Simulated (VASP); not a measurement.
# Ca4Pt (Pm-3m) in VASP: notebook

The runs below take Ca4Pt through single point, relaxation of cell and atoms, with PBE.

All numbers are computed with VASP 6.6.1; they aren't measurements. Logs are shortened: lines on timing, memory, paths and dates and some standing lists are left out, and cuts for length are marked.

## 1. The cell of the first run

The structure is cubic, space group Pm-3m (No. 221). Conventional cell: a = 5.669 Å, b = 5.669 Å, c = 5.669 Å, α = 90.00°, β = 90.00°, γ = 90.00°. Within 3.7 Å of Ca (site symmetry 4/mmm) lie 2 Pt at 2.83 Å. Within 5.3 Å of Ca (site symmetry m-3m) lie 12 Ca at 4.01 Å and 8 Pt at 4.91 Å. Within 3.7 Å of Pt (site symmetry m-3m) lie 6 Ca at 2.83 Å.

## 2. Single point, PBE

Contents of INCAR:

```
PREC     = Accurate       # precision mode
ENCUT    = 520            # plane-wave cutoff, eV
EDIFF    = 1E-6           # SCF threshold, eV
ISMEAR   = 0              # smearing method
SIGMA    = 0.1            # smearing width, eV
LREAL    = F              # projectors in reciprocal space
LASPH    = T              # aspherical terms in the spheres
NELM     = 100            # most SCF steps
ALGO     = Normal         # electronic algorithm
ISIF     = 2              # what is computed and relaxed
LWAVE    = F              # write WAVECAR
LCHARG   = F              # write CHGCAR
GGA      = PE             # functional
NBANDS   = 33             # bands
```

Contents of KPOINTS:

```
regular mesh
0
Gamma
  8 8 8
```

Contents of POSCAR:

```
Ca4Pt
1.0
    5.6685596465      0.0000000000      0.0000000000
    0.0000000000      5.6685596465      0.0000000000
    0.0000000000      0.0000000000      5.6685596465
Ca Pt
4 1
Direct
    0.0000000000      0.5000000000      0.5000000000
    0.5000000000      0.0000000000      0.5000000000
    0.5000000000      0.5000000000      0.0000000000
    0.0000000000      0.0000000000      0.0000000000
    0.5000000000      0.5000000000      0.5000000000
```

Potentials or basis: VASP PAW PBE potentials, release 64 (Ca_sv, Pt).

Started as:

```sh
$ cat potpaw_PBE.64/Ca_sv/POTCAR potpaw_PBE.64/Pt/POTCAR > POTCAR
$ mpirun -np 1 vasp_std > vasp.out
```

OUTCAR:

```text
PREC = Accurate
   ENCUT = 520
   EDIFF = 1E-6
   ISMEAR = 0
   LREAL = F
   LASPH = T
   NELM = 100
   ISIF = 2
   GGA = PE

 ion  position               nearest neighbor table
   1  0.000  0.500  0.500-   5 2.83   5 2.83
   2  0.500  0.000  0.500-   5 2.83   5 2.83
   3  0.500  0.500  0.000-   5 2.83   5 2.83
   4  0.000  0.000  0.000-
   5  0.500  0.500  0.500-   1 2.83   2 2.83   3 2.83   3 2.83   2 2.83   1 2.83

  LATTYP: Found a simple cubic cell.
 ALAT       =     5.6685596465

  Lattice vectors:

 A1 = (   5.6685596465,   0.0000000000,   0.0000000000)
 A2 = (   0.0000000000,   5.6685596465,   0.0000000000)
 A3 = (   0.0000000000,   0.0000000000,   5.6685596465)

Analysis of symmetry for initial positions (statically):
=====================================================================
 Subroutine PRICEL returns:
 Original cell was already a primitive cell.

 Routine SETGRP: Setting up the symmetry group for a
 simple cubic supercell.

 Subroutine GETGRP returns: Found 48 space group operations
 (whereof 48 operations were pure point group operations)
 out of a pool of 48 trial point group operations.

The static configuration has the point symmetry O_h .

Analysis of symmetry for dynamics (positions and initial velocities):
=====================================================================
 Subroutine PRICEL returns:
 Original cell was already a primitive cell.

 Routine SETGRP: Setting up the symmetry group for a
 simple cubic supercell.

 Subroutine GETGRP returns: Found 48 space group operations
 (whereof 48 operations were pure point group operations)
 out of a pool of 48 trial point group operations.

The dynamic configuration has the point symmetry O_h .

 Subroutine INISYM returns: Found 48 space group operations
 (whereof 48 operations are pure point group operations),
 and found     1 'primitive' translations

----------------------------------------------------------------------------------------

                                     Primitive cell

  volume of cell :     182.1454

  direct lattice vectors                    reciprocal lattice vectors
     5.668559647  0.000000000  0.000000000     0.176411657  0.000000000  0.000000000
     0.000000000  5.668559647  0.000000000     0.000000000  0.176411657  0.000000000
     0.000000000  0.000000000  5.668559647     0.000000000  0.000000000  0.176411657

  length of vectors
     5.668559647  5.668559647  5.668559647     0.176411657  0.176411657  0.176411657

  position of ions in fractional coordinates (direct lattice)
     0.000000000  0.500000000  0.500000000
     0.500000000  0.000000000  0.500000000
     0.500000000  0.500000000  0.000000000
     0.000000000  0.000000000  0.000000000
     0.500000000  0.500000000  0.500000000

  ion indices of the primitive-cell ions
   primitive index   ion index
                 1           1
                 2           2
                 3           3
                 4           4
                 5           5

----------------------------------------------------------------------------------------

 KPOINTS: regular mesh

Automatic generation of k-mesh.
 Grid dimensions read from file:
 generate k-points for:    8    8    8

 Generating k-lattice:

  Cartesian coordinates                     Fractional coordinates (reciprocal lattice)
     0.022051457  0.000000000  0.000000000     0.125000000  0.000000000  0.000000000
     0.000000000  0.022051457  0.000000000     0.000000000  0.125000000  0.000000000
     0.000000000  0.000000000  0.022051457     0.000000000  0.000000000  0.125000000

  Length of vectors
     0.022051457  0.022051457  0.022051457

  Shift w.r.t. Gamma in fractional coordinates (k-lattice)
     0.000000000  0.000000000  0.000000000

 Subroutine IBZKPT returns following result:
 ===========================================

 Found     35 irreducible k-points:

 Following reciprocal coordinates:
            Coordinates               Weight
  0.000000  0.000000  0.000000      1.000000
  0.125000  0.000000  0.000000      6.000000
  0.250000  0.000000  0.000000      6.000000
  0.375000  0.000000  0.000000      6.000000
  0.500000  0.000000  0.000000      3.000000
  0.125000  0.125000  0.000000     12.000000
[... 16 lines left out ...]
  0.375000  0.375000  0.125000     24.000000
  0.500000  0.375000  0.125000     24.000000
 [... further k-points ...]
   k-points           NKPTS =     35   k-points in BZ     NKDIM =     35   number of bands    NBANDS=     33
   number of dos      NEDOS =    301   number of ions     NIONS =      5
   total plane-waves  NPLWV =  74088
   dimension x,y,z NGX =    42 NGY =   42 NGZ =   42
   dimension x,y,z NGXF=    84 NGYF=   84 NGZF=   84
   ions per type =               4   1
   NGX,Y,Z   is equivalent  to a cutoff of  12.32, 12.32, 12.32 a.u.
   NGXF,Y,Z  is equivalent  to a cutoff of  24.64, 24.64, 24.64 a.u.
 SYSTEM =  unknown system
   PREC   = accura    normal or accurate (medium, high low for compatibility)
   ISTART =      0    job   : 0-new  1-cont  2-samecut
   ICHARG =      2    charge: 1-file 2-atom 10-const
   ISPIN  =      1    spin polarized calculation?
   LNONCOLLINEAR =      F non collinear calculations
   LSORBIT =      F    spin-orbit coupling
   LASPH  =      T    aspherical Exc in radial PAW
   ENCUT  =  520.0 eV  38.22 Ry    6.18 a.u.  10.54 10.54 10.54*2*pi/ulx,y,z
   NELM   =    100;   NELMIN=  2; NELMDL= -5     # of ELM steps
   EDIFF  = 0.1E-05   stopping-criterion for ELM
   LREAL  =      F    real-space projection
   EDIFFG = 0.1E-04   stopping-criterion for IOM
   NSW    =      0    number of steps for IOM
   IBRION =     -1    ionic relax: 0-MD 1-quasi-New 2-CG
   NFREE  =      0    steps in history (QN), initial steepest desc. (CG)
   ISIF   =      2    stress and relaxation
   ISYM   =      2    0-nonsym 1-usesym 2-fastsym
   POTIM  = 0.5000    time-step for ionic-motion
   TEBEG  =    0.0;   TEEND  =   0.0 temperature during run
   PSTRESS=    0.0 pullay stress
   NELECT =      50.0000    total number of electrons
   NUPDOWN=      -1.0000    fix difference up-down
   EMIN   =  10.00;   EMAX   =-10.00  energy-range for DOS
   EFERMI =   0.00;   METHOD = LEGACY
   ISMEAR =     0;   SIGMA  =   0.10  broadening in eV -4-tet -1-fermi 0-gaus
   EFERMI_NEDOS =   21; number of points for ismear=-14 and -15
   IALGO  =     38    algorithm
   IMIX   =      4    mixing-type and parameters
     AMIX     =   0.40;   BMIX     =  1.00
     AMIX_MAG =   1.60;   BMIX_MAG =  1.00
  volume/ion in A,a.u.               =      36.43       245.84
  Fermi-wavevector in a.u.,A,eV,Ry     =   1.063960  2.010594 15.401953  1.132012
  Thomas-Fermi vector in A             =   2.199463
   LORBIT       =      0    0 simple, 1 ext, 2 COOP (PROOUT), +10 PAW based schemes
   GGA     = PE    functional components
   LHFCALC =     F    Hartree Fock is set to
   AEXX    =    0.0000 exact exchange contribution
   IVDW    =     0    specifies the selected vdW correction
   LEPSILON=     F    determine dielectric tensor
   LRPA    =     F    only Hartree local field effects (RPA)
 non-spin polarized calculation
 Gauss-broadening in eV      SIGMA  =   0.10
  energy-cutoff  :      520.00
  volume of cell :      182.15
 maximum number of plane-waves:      4945
   NGX = 21   NGY = 21   NGZ = 21

 number of electron      50.0000002 magnetization

 Free energy of the ion-electron system (eV)
  ---------------------------------------------------
  ext. energy  EPLUGINS =         0.00000000
  ---------------------------------------------------
  free energy    TOTEN  =       -16.02427239 eV

  energy without entropy =      -16.00556394  energy(sigma->0) =      -16.01491816

 E-fermi :   2.5964     XC(G=0):  -8.1697

 val. band max:        2.5851524071   @ k =   0.5000   0.2500   0.1250
 cond. band min:       2.6263638798   @ k =   0.2500   0.0000   0.0000
 fundamental gap:      0.0412114726
 Fermi energy:         2.5963892444

 k-point     1 :       0.0000    0.0000    0.0000
  band No.  band energies     occupation
      1     -39.9528      2.00000
      2     -38.7444      2.00000
      3     -38.7342      2.00000
      4     -38.7342      2.00000
      5     -20.9262      2.00000
      6     -20.9262      2.00000
[... 25 lines left out ...]
     32       5.8940      0.00000
     33       5.8941      0.00000

 k-point     2 :       0.1250    0.0000    0.0000
  band No.  band energies     occupation
      1     -39.9528      2.00000
      2     -38.7440      2.00000
      3     -38.7344      2.00000
      4     -38.7342      2.00000
      5     -20.9262      2.00000
      6     -20.9261      2.00000
[... 25 lines left out ...]
     32       5.8123      0.00000
     33       5.8381      0.00000

 k-point     3 :       0.2500    0.0000    0.0000
  band No.  band energies     occupation
      1     -39.9528      2.00000
      2     -38.7430      2.00000
      3     -38.7351      2.00000
      4     -38.7342      2.00000
      5     -20.9261      2.00000
      6     -20.9259      2.00000
[... 25 lines left out ...]
     32       5.5250      0.00000
     33       5.5904      0.00000

 k-point     4 :       0.3750    0.0000    0.0000
  band No.  band energies     occupation
      1     -39.9528      2.00000
      2     -38.7417      2.00000
      3     -38.7361      2.00000
      4     -38.7342      2.00000
      5     -20.9260      2.00000
      6     -20.9257      2.00000
[... 25 lines left out ...]
     32       4.8494      0.00000
     33       5.3494      0.00000

 k-point     5 :       0.5000    0.0000    0.0000
  band No.  band energies     occupation
      1     -39.9528      2.00000
      2     -38.7410      2.00000
      3     -38.7366      2.00000
      4     -38.7342      2.00000
      5     -20.9260      2.00000
      6     -20.9256      2.00000
[... 604 lines left out ...]
 k-point    22 :       0.5000    0.2500    0.1250
  band No.  band energies     occupation
      1     -39.9528      2.00000
      2     -38.7395      2.00000
      3     -38.7366      2.00000
      4     -38.7350      2.00000
      5     -20.9264      2.00000
      6     -20.9262      2.00000
[... 25 lines left out ...]
     32       4.3889      0.00000
     33       4.8914      0.00000

 k-point    23 :       0.3750    0.3750    0.1250
  band No.  band energies     occupation
      1     -39.9528      2.00000
      2     -38.7391      2.00000
      3     -38.7363      2.00000
      4     -38.7356      2.00000
      5     -20.9266      2.00000
      6     -20.9264      2.00000
[... 25 lines left out ...]
     32       4.3122      0.00000
     33       4.7321      0.00000

 k-point    24 :       0.5000    0.3750    0.1250
  band No.  band energies     occupation
      1     -39.9528      2.00000
      2     -38.7383      2.00000
      3     -38.7366      2.00000
      4     -38.7358      2.00000
      5     -20.9266      2.00000
      6     -20.9266      2.00000
[... 25 lines left out ...]
     32       4.3572      0.00000
     33       4.5510      0.00000

 [... further k-points ...]
[... 5 lines left out ...]
  --------------------------------------------------------------------------------------
  -------------------------------------------------------------------------------------
  Total        0.0756977      0.0756977      0.0756977      0.0000000      0.0000000     -0.0000000
  in kB        0.6658483      0.6658483      0.6658483      0.0000000      0.0000000     -0.0000000
  external PRESSURE =       0.6658483 kB  Pullay stress =       0.0000000 kB

 VOLUME and BASIS-vectors are now :
 -----------------------------------------------------------------------------
  energy-cutoff  :      520.00
  volume of cell :      182.15
      direct lattice vectors                 reciprocal lattice vectors
     5.668559647  0.000000000  0.000000000     0.176411657  0.000000000  0.000000000
     0.000000000  5.668559647  0.000000000     0.000000000  0.176411657  0.000000000
     0.000000000  0.000000000  5.668559647     0.000000000  0.000000000  0.176411657

 POSITION                                       TOTAL-FORCE (eV/Angst)
 -----------------------------------------------------------------------------------
      0.00000      2.83428      2.83428         0.000000      0.000000      0.000000
      2.83428      0.00000      2.83428         0.000000      0.000000      0.000000
      2.83428      2.83428      0.00000         0.000000      0.000000      0.000000
      0.00000      0.00000      0.00000         0.000000      0.000000      0.000000
      2.83428      2.83428      2.83428         0.000000      0.000000      0.000000
 -----------------------------------------------------------------------------------
    total drift:                                0.000000     -0.000000     -0.000000

  FREE ENERGIE OF THE ION-ELECTRON SYSTEM (eV)
  ---------------------------------------------------
  free  energy   TOTEN  =       -16.0242723877 eV

  energy  without entropy=      -16.0055639403  energy(sigma->0) =      -16.01491816
```

Run time: 2.4 min. Hardware: 1 thread of Intel Xeon Platinum 8488C (Sapphire Rapids), shared host; peak memory 0.36 GiB.

Results:

- Free energy: -16.0243 eV
- Pressure: 0.1 GPa
- Band gap on the k mesh: zero (band 25 reaches 2.90 eV, above the bottom of band 26 at 1.71 eV)

Caveat: spin-orbit coupling is left out, which moves the levels of the heavy elements.

(Part 1 of 2 ends here.)
